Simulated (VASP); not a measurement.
# BaTiO3 (P4mm) in VASP: relaxation of shape and atoms at fixed volume with PBE

Aim: the relaxation of shape and atoms at fixed volume of BaTiO3 with PBE.

Everything below comes from runs of VASP 6.6.1. Logs are shortened: lines on timing, memory, paths and dates and some standing lists are left out, and cuts for length are marked.

### Step 1. The cell of the first run

Symmetry: P4mm, No. 99, tetragonal system. Conventional cell: a = 3.912 Å, b = 3.912 Å, c = 3.970 Å, α = 90.00°, β = 90.00°, γ = 90.00°. Ba (site symmetry 4mm) has 12 O at 2.74 to 2.83 Å and 8 Ti at 3.37 to 3.44 Å within 3.6 Å. Within 2.4 Å of Ti (site symmetry 4mm) lie 6 O at 1.84 to 2.13 Å. O (site symmetry 4mm) has 2 Ti at 1.84 to 2.13 Å within 2.4 Å. O (site symmetry 2mm) has 2 Ti at 1.96 Å within 2.6 Å.

### Step 2. Relaxation of shape and atoms at fixed volume, PBE (12.15 Å³/atom)

Input file INCAR:

```
SYSTEM = BaTiO3
PREC = Accurate
ENCUT = 600
EDIFF = 1E-6
ISMEAR = 0
SIGMA = 0.02
LREAL = .False.
LASPH = .True.
NELM = 80
ALGO = Normal
ISIF = 4
LWAVE = .False.
LCHARG = .False.
GGA = PE
IBRION = 2
NSW = 50
EDIFFG = -0.01
```

Input file KPOINTS:

```
regular mesh
0
Gamma
  8 8 8
  0 0 0
```

Input file POSCAR:

```
BaTiO3
1.0
    3.9115194291      0.0000000000      0.0000000000
    0.0000000000      3.9115194291      0.0000000000
    0.0000000000      0.0000000000      3.9695536357
Ba Ti O
1 1 3
Direct
    0.0000000000      0.0000000000      0.0008432487
    0.5000000000      0.5000000000      0.4868592041
    0.5000000000      0.5000000000      0.0234865475
    0.5000000000      0.0000000000      0.5159054999
    0.0000000000      0.5000000000      0.5159054999
```

Potentials or basis: VASP PAW PBE potentials, release 64 (Ba_sv, Ti_sv, O).

Launch:

```
cat potpaw_PBE.64/Ba_sv/POTCAR potpaw_PBE.64/Ti_sv/POTCAR potpaw_PBE.64/O/POTCAR > POTCAR
mpirun -np 1 vasp_std > vasp.out
```

OUTCAR:

```text
SYSTEM = BaTiO3
   PREC = Accurate
   ENCUT = 600
   EDIFF = 1E-6
   ISMEAR = 0
   LREAL = .False.
   LASPH = .True.
   NELM = 80
   ISIF = 4
   GGA = PE
   IBRION = 2
   NSW = 50
   EDIFFG = -0.01

 ion  position               nearest neighbor table
   1  0.000  0.000  0.001-   4 2.74   5 2.74   5 2.74   4 2.74   3 2.77   3 2.77   3 2.77   3 2.77
                             4 2.83   5 2.83   5 2.83   4 2.83   2 3.37   2 3.37   2 3.37   2 3.37
   2  0.500  0.500  0.487-   3 1.84   4 1.96   5 1.96   4 1.96   5 1.96   3 2.13   1 3.37   1 3.37
                             1 3.37   1 3.37   1 3.44   1 3.44   1 3.44   1 3.44
   3  0.500  0.500  0.023-   2 1.84   2 2.13   1 2.77   1 2.77   1 2.77   1 2.77
   4  0.500  0.000  0.516-   2 1.96   2 1.96   1 2.74   1 2.74   1 2.83   1 2.83
   5  0.000  0.500  0.516-   2 1.96   2 1.96   1 2.74   1 2.74   1 2.83   1 2.83

  LATTYP: Found a simple tetragonal cell.
 ALAT       =     3.9115194291
 C/A-ratio  =     1.0148367425

  Lattice vectors:

 A1 = (   3.9115194291,   0.0000000000,   0.0000000000)
 A2 = (   0.0000000000,   3.9115194291,   0.0000000000)
 A3 = (   0.0000000000,   0.0000000000,   3.9695536357)

Analysis of symmetry for initial positions (statically):
=====================================================================
 Subroutine PRICEL returns:
 Original cell was already a primitive cell.

 Routine SETGRP: Setting up the symmetry group for a
 simple tetragonal supercell.

 Subroutine GETGRP returns: Found  8 space group operations
 (whereof  8 operations were pure point group operations)
 out of a pool of 16 trial point group operations.

The static configuration has the point symmetry C_4v.

Analysis of symmetry for dynamics (positions and initial velocities):
=====================================================================
 Subroutine PRICEL returns:
 Original cell was already a primitive cell.

 Routine SETGRP: Setting up the symmetry group for a
 simple tetragonal supercell.

 Subroutine GETGRP returns: Found  8 space group operations
 (whereof  8 operations were pure point group operations)
 out of a pool of 16 trial point group operations.

The dynamic configuration has the point symmetry C_4v.

 Subroutine INISYM returns: Found  8 space group operations
 (whereof  8 operations are pure point group operations),
 and found     1 'primitive' translations
[... 101 lines left out ...]
   EDIFF  = 0.1E-05   stopping-criterion for ELM
   LREAL  =      F    real-space projection
   EDIFFG = -.1E-01   stopping-criterion for IOM
   NSW    =     50    number of steps for IOM
   IBRION =      2    ionic relax: 0-MD 1-quasi-New 2-CG
   NFREE  =      1    steps in history (QN), initial steepest desc. (CG)
   ISIF   =      4    stress and relaxation
   ISYM   =      2    0-nonsym 1-usesym 2-fastsym
   POTIM  = 0.5000    time-step for ionic-motion
   TEBEG  =    0.0;   TEEND  =   0.0 temperature during run
   PSTRESS=    0.0 pullay stress
   NELECT =      40.0000    total number of electrons
   NUPDOWN=      -1.0000    fix difference up-down
   EMIN   =  10.00;   EMAX   =-10.00  energy-range for DOS
   EFERMI =   0.00;   METHOD = LEGACY
   ISMEAR =     0;   SIGMA  =   0.02  broadening in eV -4-tet -1-fermi 0-gaus
   EFERMI_NEDOS =   21; number of points for ismear=-14 and -15
   IALGO  =     38    algorithm
   IMIX   =      4    mixing-type and parameters
     AMIX     =   0.40;   BMIX     =  1.00
     AMIX_MAG =   1.60;   BMIX_MAG =  1.00
  volume/ion in A,a.u.               =      12.15        81.97
  Fermi-wavevector in a.u.,A,eV,Ry     =   1.424352  2.691635 27.603202  2.028778
  Thomas-Fermi vector in A             =   2.544852
   LORBIT       =      0    0 simple, 1 ext, 2 COOP (PROOUT), +10 PAW based schemes
   GGA     = PE    functional components
   LHFCALC =     F    Hartree Fock is set to
   AEXX    =    0.0000 exact exchange contribution
   IVDW    =     0    specifies the selected vdW correction
   LEPSILON=     F    determine dielectric tensor
   LRPA    =     F    only Hartree local field effects (RPA)
 conjugate gradient relaxation of ions
 non-spin polarized calculation
 Gauss-broadening in eV      SIGMA  =   0.02
  energy-cutoff  :      600.00
  volume of cell :       60.73
 maximum number of plane-waves:      2046
 NGX is ok and might be reduce to    32
   NGX = 15   NGY = 15   NGZ = 15

--------------------------------------- Ionic step        1  -------------------------------------------

 number of electron      39.9999984 magnetization

 Free energy of the ion-electron system (eV)
  ---------------------------------------------------
  ext. energy  EPLUGINS =         0.00000000
  ---------------------------------------------------
  free energy    TOTEN  =       -39.76702046 eV

  energy without entropy =      -39.76702046  energy(sigma->0) =      -39.76702046

------------------------ aborting loop because EDIFF is reached ----------------------------------------

  FORCE on cell =-STRESS in cart. coord.  units (eV):
  Direction    XX          YY          ZZ          XY          YZ          ZX
  --------------------------------------------------------------------------------------
  -------------------------------------------------------------------------------------
  Total        6.1134673      6.1134673      6.0611457      0.0000000      0.0000000      0.0000000
  in kB      161.2744318    161.2744318    159.8941761      0.0000000      0.0000000      0.0000000
  external PRESSURE =     160.8143465 kB  Pullay stress =       0.0000000 kB
[... 260 lines left out ...]
--------------------------------------- Ionic step        8  -------------------------------------------

 number of electron      39.9999979 magnetization

 Free energy of the ion-electron system (eV)
  ---------------------------------------------------
  ext. energy  EPLUGINS =         0.00000000
  ---------------------------------------------------
  free energy    TOTEN  =       -39.77772050 eV

  energy without entropy =      -39.77772050  energy(sigma->0) =      -39.77772050

 E-fermi :   4.3961     XC(G=0): -11.5474

 val. band max:        4.2749441203   @ k =   0.5000   0.5000   0.5000
 cond. band min:       6.1339741687   @ k =   0.0000   0.0000   0.0000
 fundamental gap:      1.8590300484
 Fermi energy:         4.3961015981

 k-point     1 :       0.0000    0.0000    0.0000
  band No.  band energies     occupation
      1     -52.1211      2.00000
      2     -28.3732      2.00000
      3     -28.3652      2.00000
      4     -28.3652      2.00000
      5     -20.4395      2.00000
      6     -12.7490      2.00000
[... 637 lines left out ...]
     23       8.0869      0.00000
     24       9.2692      0.00000

 [... further k-points ...]
[... 5 lines left out ...]
  --------------------------------------------------------------------------------------
  -------------------------------------------------------------------------------------
  Total        5.6534535      5.6534535      5.5873168      0.0000000      0.0000000      0.0000000
  in kB      149.1391789    149.1391789    147.3944806      0.0000000      0.0000000      0.0000000
  external PRESSURE =     148.5576128 kB  Pullay stress =       0.0000000 kB
[... 20 lines left out ...]
  FREE ENERGIE OF THE ION-ELECTRON SYSTEM (eV)
  ---------------------------------------------------
  free  energy   TOTEN  =       -39.7777205043 eV

  energy  without entropy=      -39.7777205043  energy(sigma->0) =      -39.77772050

 reached required accuracy - stopping structural energy minimisation
```

CONTCAR:

```text
BaTiO3
   1.00000000000000
     3.9270070516992388    0.0000000000000000    0.0000000000000000
     0.0000000000000000    3.9270070516992388   -0.0000000000000000
     0.0000000000000000    0.0000000000000000    3.9383045367483209
  Ba              Ti              O
     1     1     3
Direct
     0.0000000000000000    0.0000000000000000    0.0061742417764128
     0.5000000000000000    0.5000000000000000    0.4993219361600167
     0.5000000000000000    0.5000000000000000    0.0138568606063690
     0.5000000000000000    0.0000000000000000    0.5118234807786013
     0.0000000000000000    0.5000000000000000    0.5118234807786013

  0.00000000E+00  0.00000000E+00  0.00000000E+00
  0.00000000E+00  0.00000000E+00  0.00000000E+00
  0.00000000E+00  0.00000000E+00  0.00000000E+00
  0.00000000E+00  0.00000000E+00  0.00000000E+00
  0.00000000E+00  0.00000000E+00  0.00000000E+00
```

Run time: 11 min. Hardware: 1 thread of Oxide Virtual Turin-like, shared host; peak memory 0.25 GiB.

What came out:

```yaml
Free_energy: -39.7777 eV
Energy_gained_by_relaxing: 2.1 meV/atom
Ionic_steps: 8
Pressure_after_relaxing: 14.9 GPa
Largest_force_after_relaxing: 0.009 eV/Å
Band_gap_on_the_k_mesh: 1.86 eV (least direct gap 2.00 eV)
```

Forces in eV/Å, atoms in the order of the input:
```
Ba   0.000  0.000 -0.001
Ti   0.000  0.000  0.009
O    0.000  0.000 -0.004
O    0.000  0.000 -0.002
O    0.000  0.000 -0.002
```

Step by step:
| step | energy change (eV) | largest force (eV/Å) | pressure (GPa) | volume (Å³) |
| --- | --- | --- | --- | --- |
| 1 | 0.0000 | 0.3192 | 16.08 | 60.73 |
| 2 | -0.0052 | 0.0946 | 15.56 | 60.73 |
| 3 | -0.0059 | 0.0820 | 15.32 | 60.73 |
| 4 | -0.0089 | 0.0672 | 15.14 | 60.73 |
| 5 | -0.0095 | 0.0651 | 15.04 | 60.73 |
| 6 | -0.0104 | 0.0377 | 14.96 | 60.73 |
| 7 | -0.0106 | 0.0408 | 14.91 | 60.73 |
| 8 | -0.0107 | 0.0085 | 14.86 | 60.73 |

Final structure:
```
Ba Ti O
1.0
     3.92701    0.00000    0.00000
     0.00000    3.92701    0.00000
     0.00000    0.00000    3.93830
Ba Ti O
1 1 3
Cartesian
  0.0000 0.0000 0.0243
  1.9635 1.9635 1.9665
  1.9635 1.9635 0.0546
  1.9635 0.0000 2.0157
  0.0000 1.9635 2.0157
```

Caveat: spin-orbit coupling is left out, which moves the levels of the heavy elements.
